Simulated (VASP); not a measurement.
# BP in VASP: a series of runs, part 2 of 2

VASP 6.6.1.

## Step 5: Single point, PBE

This run uses another cell than the first one, of 11.45 Å³/atom, 0.980 times its volume.

File INCAR:

```
SYSTEM = BP
PREC = Accurate ; ENCUT = 500
EDIFF = 1E-6 ; ISMEAR = 0
SIGMA = 0.05 ; LREAL = .FALSE.
LASPH = .TRUE. ; NELM = 120
ALGO = Normal ; ISIF = 2
LWAVE = .FALSE. ; LCHARG = .TRUE.
GGA = PE ; LELF = .TRUE.
LVHAR = .TRUE. ; NBANDS = 11
GGA_COMPAT = .FALSE.
```

File KPOINTS:

```
Automatic mesh
0
G
  8 8 8
  0 0 0
```

File POSCAR:

```
BP
1.0
    0.0000000000      2.2463100000      2.2690000000
    2.2463100000      0.0000000000      2.2690000000
    2.2463100000      2.2463100000      0.0000000000
B P
1 1
Direct
    0.0000000000      0.0000000000      0.0000000000
    0.2500000000      0.2500000000      0.2500000000
```

Command:

```bash
> cat potpaw_PBE.64/B/POTCAR potpaw_PBE.64/P/POTCAR > POTCAR
> mpirun -np 1 vasp_std > vasp.out
```

It took 4.5 s on 1 thread of Intel Xeon 6975P-C (Granite Rapids), shared host; peak memory 0.13 GiB.

The run converged. Its results:

```yaml
Free_energy: -12.9192 eV
Pressure: 4.4 GPa
Band_gap_on_the_k_mesh: 1.17 eV, indirect (least direct gap 3.38 eV)
```

Stress tensor (GPa, compression positive):
```
5.29 0.00 0.00
0.00 5.29 0.00
0.00 0.00 2.52
```

Levels at points of the mesh, in eV from the valence-band top:
```
           k point  band 1  band 2  band 3  band 4  band 5  band 6  band 7  band 8
(0.00, 0.00, 0.00)  -15.68   -0.10    0.00    0.00    3.38    3.38    3.43    7.65
(0.50, 0.00, 0.00)  -12.27   -9.21   -1.88   -1.75    3.85    4.66    4.74   10.16
(0.50, 0.50, 0.00)  -10.78   -8.78   -4.15   -4.15    1.33    1.70   12.28   12.28
(0.50, 0.00, 0.50)  -10.68   -8.69   -4.27   -4.25    1.22    1.56   12.16   12.38
```

A k mesh can miss the band edges.

## Step 6: Single point, PBE

This run uses another cell than the first one, of 11.92 Å³/atom, 1.020 times its volume.

File INCAR:

```
SYSTEM = BP
PREC     = Accurate       ! precision mode
ENCUT    = 500            ! plane-wave cutoff, eV
EDIFF    = 1E-6           ! SCF threshold, eV
ISMEAR   = 0              ! smearing method
SIGMA    = 0.05           ! smearing width, eV
LREAL    = .False.        ! projectors in reciprocal space
LASPH    = .True.         ! aspherical terms in the spheres
NELM     = 120            ! most SCF steps
ALGO     = Normal         ! electronic algorithm
ISIF     = 2              ! what is computed and relaxed
LWAVE    = .False.        ! write WAVECAR
LCHARG   = .True.         ! write CHGCAR
GGA      = PE             ! functional
LELF     = .True.         ! ELF
LVHAR    = .True.       
NBANDS   = 11             ! bands
GGA_COMPAT= .False.
```

File KPOINTS:

```
Automatic mesh
0
Gamma
  8 8 8
  0 0 0
```

File POSCAR:

```
BP
1.0
    0.0000000000      2.2916900000      2.2690000000
    2.2916900000      0.0000000000      2.2690000000
    2.2916900000      2.2916900000      0.0000000000
B P
1 1
Direct
    0.0000000000      0.0000000000      0.0000000000
    0.2500000000      0.2500000000      0.2500000000
```

Potentials or basis: VASP PAW PBE potentials, release 64 (B, P).

Command:

```bash
> cat potpaw_PBE.64/B/POTCAR potpaw_PBE.64/P/POTCAR > POTCAR
> mpirun -np 1 vasp_std > vasp.out
```

OUTCAR:

```text
SYSTEM = BP
   PREC = Accurate
   ENCUT = 500
   EDIFF = 1E-6
   ISMEAR = 0
   LREAL = .False.
   LASPH = .True.
   NELM = 120
   ISIF = 2
   GGA = PE

 ion  position               nearest neighbor table
   1  0.000  0.000  0.000-   2 1.98   2 1.98   2 1.98   2 1.98
   2  0.250  0.250  0.250-   1 1.98   1 1.98   1 1.98   1 1.98

  LATTYP: Found a body centered tetragonal cell.
 ALAT       =     3.2409390788
 C/A-ratio  =     1.4002114479

  Lattice vectors:

 A1 = (   0.0000000000,  -2.2916900000,  -2.2690000000)
 A2 = (   0.0000000000,   2.2916900000,  -2.2690000000)
 A3 = (   2.2916900000,   0.0000000000,   2.2690000000)

Analysis of symmetry for initial positions (statically):
=====================================================================
 Subroutine PRICEL returns:
 Original cell was already a primitive cell.

 Routine SETGRP: Setting up the symmetry group for a
 body centered tetragonal supercell.

 Subroutine GETGRP returns: Found  8 space group operations
 (whereof  8 operations were pure point group operations)
 out of a pool of 16 trial point group operations.

The static configuration has the point symmetry D_2d.

Analysis of symmetry for dynamics (positions and initial velocities):
=====================================================================
 Subroutine PRICEL returns:
 Original cell was already a primitive cell.

 Routine SETGRP: Setting up the symmetry group for a
 body centered tetragonal supercell.

 Subroutine GETGRP returns: Found  8 space group operations
 (whereof  8 operations were pure point group operations)
 out of a pool of 16 trial point group operations.

The dynamic configuration has the point symmetry D_2d.

 Subroutine INISYM returns: Found  8 space group operations
 (whereof  8 operations are pure point group operations),
 and found     1 'primitive' translations

----------------------------------------------------------------------------------------

                                     Primitive cell

  volume of cell :      23.8329

  direct lattice vectors                    reciprocal lattice vectors
     0.000000000  2.291690000  2.269000000    -0.218179597  0.218179597  0.220361393
     2.291690000  0.000000000  2.269000000     0.218179597 -0.218179597  0.220361393
     2.291690000  2.291690000  0.000000000     0.218179597  0.218179597 -0.220361393

  length of vectors
     3.224934737  3.224934737  3.240939079     0.379161992  0.379161992  0.379161992

  position of ions in fractional coordinates (direct lattice)
     0.000000000  0.000000000  0.000000000
     0.250000000  0.250000000  0.250000000

  ion indices of the primitive-cell ions
   primitive index   ion index
                 1           1
                 2           2

----------------------------------------------------------------------------------------

 KPOINTS: Automatic mesh

Automatic generation of k-mesh.
 Grid dimensions read from file:
 generate k-points for:    8    8    8

 Generating k-lattice:

  Cartesian coordinates                     Fractional coordinates (reciprocal lattice)
    -0.027272450  0.027272450  0.027545174     0.125000000  0.000000000  0.000000000
     0.027272450 -0.027272450  0.027545174     0.000000000  0.125000000  0.000000000
     0.027272450  0.027272450 -0.027545174     0.000000000  0.000000000  0.125000000

  Length of vectors
     0.047395249  0.047395249  0.047395249

  Shift w.r.t. Gamma in fractional coordinates (k-lattice)
     0.000000000  0.000000000  0.000000000

 Subroutine IBZKPT returns following result:
 ===========================================

 Found     59 irreducible k-points:

 Following reciprocal coordinates:
            Coordinates               Weight
  0.000000  0.000000  0.000000      1.000000
  0.125000  0.000000  0.000000      8.000000
  0.250000  0.000000  0.000000      8.000000
  0.375000  0.000000  0.000000      8.000000
  0.500000  0.000000  0.000000      4.000000
  0.125000  0.125000  0.000000      2.000000
[... 16 lines left out ...]
  0.250000  0.000000  0.125000     16.000000
  0.375000  0.000000  0.125000     16.000000
 [... further k-points ...]
   k-points           NKPTS =     59   k-points in BZ     NKDIM =     59   number of bands    NBANDS=     11
   number of dos      NEDOS =    301   number of ions     NIONS =      2
   total plane-waves  NPLWV =  13824
   dimension x,y,z NGX =    24 NGY =   24 NGZ =   24
   dimension x,y,z NGXF=    48 NGYF=   48 NGZF=   48
   ions per type =               1   1
   NGX,Y,Z   is equivalent  to a cutoff of  12.37, 12.37, 12.31 a.u.
   NGXF,Y,Z  is equivalent  to a cutoff of  24.74, 24.74, 24.62 a.u.
 SYSTEM =  BP
   PREC   = accura    normal or accurate (medium, high low for compatibility)
   ISTART =      0    job   : 0-new  1-cont  2-samecut
   ICHARG =      2    charge: 1-file 2-atom 10-const
   ISPIN  =      1    spin polarized calculation?
   LNONCOLLINEAR =      F non collinear calculations
   LSORBIT =      F    spin-orbit coupling
   LASPH  =      T    aspherical Exc in radial PAW
   ENCUT  =  500.0 eV  36.75 Ry    6.06 a.u.   5.88  5.88  5.91*2*pi/ulx,y,z
   NELM   =    120;   NELMIN=  2; NELMDL= -5     # of ELM steps
   EDIFF  = 0.1E-05   stopping-criterion for ELM
   LREAL  =      F    real-space projection
   EDIFFG = 0.1E-04   stopping-criterion for IOM
   NSW    =      0    number of steps for IOM
   IBRION =     -1    ionic relax: 0-MD 1-quasi-New 2-CG
   NFREE  =      0    steps in history (QN), initial steepest desc. (CG)
   ISIF   =      2    stress and relaxation
   ISYM   =      2    0-nonsym 1-usesym 2-fastsym
   POTIM  = 0.5000    time-step for ionic-motion
   TEBEG  =    0.0;   TEEND  =   0.0 temperature during run
   PSTRESS=    0.0 pullay stress
   NELECT =       8.0000    total number of electrons
   NUPDOWN=      -1.0000    fix difference up-down
   EMIN   =  10.00;   EMAX   =-10.00  energy-range for DOS
   EFERMI =   0.00;   METHOD = LEGACY
   ISMEAR =     0;   SIGMA  =   0.05  broadening in eV -4-tet -1-fermi 0-gaus
   EFERMI_NEDOS =   21; number of points for ismear=-14 and -15
   IALGO  =     38    algorithm
   IMIX   =      4    mixing-type and parameters
     AMIX     =   0.40;   BMIX     =  1.00
     AMIX_MAG =   1.60;   BMIX_MAG =  1.00
  volume/ion in A,a.u.               =      11.92        80.42
  Fermi-wavevector in a.u.,A,eV,Ry     =   1.137748  2.150032 17.612341  1.294471
  Thomas-Fermi vector in A             =   2.274453
   LORBIT       =      0    0 simple, 1 ext, 2 COOP (PROOUT), +10 PAW based schemes
   GGA     = PE    functional components
   LHFCALC =     F    Hartree Fock is set to
   AEXX    =    0.0000 exact exchange contribution
   IVDW    =     0    specifies the selected vdW correction
   LEPSILON=     F    determine dielectric tensor
   LRPA    =     F    only Hartree local field effects (RPA)
 non-spin polarized calculation
 Gauss-broadening in eV      SIGMA  =   0.05
  energy-cutoff  :      500.00
  volume of cell :       23.83
 maximum number of plane-waves:       616
   NGX = 11   NGY = 11   NGZ = 11

 number of electron       7.9999999 magnetization

 Free energy of the ion-electron system (eV)
  ---------------------------------------------------
  ext. energy  EPLUGINS =         0.00000000
  ---------------------------------------------------
  free energy    TOTEN  =       -12.92516933 eV

  energy without entropy =      -12.92516933  energy(sigma->0) =      -12.92516933

 E-fermi :   7.5539     XC(G=0): -10.8214

 val. band max:        7.2635747805   @ k =   0.0000   0.0000   0.0000
 cond. band min:       8.4089527485   @ k =   0.3750   0.3750   0.0000
 fundamental gap:      1.1453779681
 Fermi energy:         7.5538645948

 k-point     1 :       0.0000    0.0000    0.0000
  band No.  band energies     occupation
      1      -8.0842      2.00000
      2       7.1682      2.00000
      3       7.1682      2.00000
      4       7.2636      2.00000
      5      10.5345      0.00000
      6      10.5913      0.00000
      7      10.5913      0.00000
      8      14.2716      0.00000
      9      18.5803      0.00000
     10      19.1435      0.00000
     11      19.3982      0.00000
[... 309 lines left out ...]
 k-point    24 :       0.3750    0.0000    0.1250
  band No.  band energies     occupation
      1      -5.9744      2.00000
      2       0.7155      2.00000
      3       4.8738      2.00000
      4       4.9781      2.00000
      5      10.7271      0.00000
      6      12.7126      0.00000
      7      13.3596      0.00000
      8      15.0705      0.00000
      9      19.4728      0.00000
     10      20.7857      0.00000
     11      21.4681      0.00000

 [... further k-points ...]
[... 5 lines left out ...]
  --------------------------------------------------------------------------------------
  -------------------------------------------------------------------------------------
  Total       -0.4629872     -0.4629872     -0.0785184      0.0000000      0.0000000     -0.0000000
  in kB      -31.1245706    -31.1245706     -5.2784416      0.0000000      0.0000000     -0.0000000
  external PRESSURE =     -22.5091943 kB  Pullay stress =       0.0000000 kB

 VOLUME and BASIS-vectors are now :
 -----------------------------------------------------------------------------
  energy-cutoff  :      500.00
  volume of cell :       23.83
      direct lattice vectors                 reciprocal lattice vectors
     0.000000000  2.291690000  2.269000000    -0.218179597  0.218179597  0.220361393
     2.291690000  0.000000000  2.269000000     0.218179597 -0.218179597  0.220361393
     2.291690000  2.291690000  0.000000000     0.218179597  0.218179597 -0.220361393

 POSITION                                       TOTAL-FORCE (eV/Angst)
 -----------------------------------------------------------------------------------
      0.00000      0.00000      0.00000        -0.000000     -0.000000     -0.000000
      1.14585      1.14585      1.13450         0.000000      0.000000      0.000000
 -----------------------------------------------------------------------------------
    total drift:                                0.000000      0.000000      0.000000

  FREE ENERGIE OF THE ION-ELECTRON SYSTEM (eV)
  ---------------------------------------------------
  free  energy   TOTEN  =       -12.9251693280 eV

  energy  without entropy=      -12.9251693280  energy(sigma->0) =      -12.92516933
```

Run time: 4.7 s. Hardware: 1 thread of Intel Xeon 6975P-C (Granite Rapids), shared host; peak memory 0.14 GiB.

Results:

* Free energy: -12.9252 eV
* Pressure: -2.3 GPa
* Band gap on the k mesh: 1.15 eV, indirect (least direct gap 3.27 eV)

Stress tensor (GPa, compression positive):
```
-3.11  0.00  0.00
 0.00 -3.11  0.00
 0.00  0.00 -0.53
```

A k mesh can miss the band edges. Expect the measured gap to be larger: semilocal functionals such as PBE lack the derivative discontinuity.

## Step 7: Summary

```tsv
cell	gap on the mesh (eV)	pressure (GPa)
a = 3.209 Å, angles 60.0°, 2 atoms	1.27	0.9
a = 3.161, b = 3.161, c = 3.113 Å, angles 60.5, 60.5, 59.0°, 2 atoms	0.96	12.2
a = 3.177, b = 3.177, c = 3.145 Å, angles 60.3, 60.3, 59.3°, 2 atoms	1.06	8.1
a = 3.193, b = 3.193, c = 3.177 Å, angles 60.2, 60.2, 59.7°, 2 atoms	1.17	4.4
a = 3.225, b = 3.225, c = 3.241 Å, angles 59.8, 59.8, 60.3°, 2 atoms	1.15	-2.3
```

Alike in all rows: task single point; level PBE; potentials or basis VASP PAW PBE potentials, release 64 (B, P); no spin polarisation; k mesh 8 × 8 × 8; cutoff (eV) 500; smearing gaussian 0.05 eV.

Total energies depend on the potentials used, so only differences within one code and one set of settings carry meaning.
